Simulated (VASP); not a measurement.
AgBr:

```
Ag Br
1.0
     0.00000    2.88605    2.88605
     2.88605    0.00000    2.88605
     2.88605    2.88605    0.00000
Ag Br
1 1
Cartesian
  2.8861 2.8861 2.8861
  0.0000 0.0000 0.0000
```

Base run:

* Program: VASP 6.6.1
* Functional: PBE
* Potentials or basis: VASP PAW PBE potentials, release 64 (Ag, Br)
* Cutoff: 400 eV
* k mesh: 7 × 7 × 7
* Occupations: fermi-dirac, width 0.02 eV
* Spin: no spin polarisation

Its results: band gap on the k mesh 0.74 eV, indirect (least direct gap 2.55 eV); pressure 1.3 GPa.

Question: The run is repeated on the same cell with these changes: functional from PBE to revPBE. What comes out?

Answer: Band gap on the k mesh 0.87 eV, indirect (least direct gap 2.68 eV); pressure 3.3 GPa.

revPBE binds less tightly than PBE, so the same cell stands under more pressure.

Caveats: the PAW data sets were made with another functional, which shifts forces and pressure a little (some runs).

A k mesh can miss the band edges.
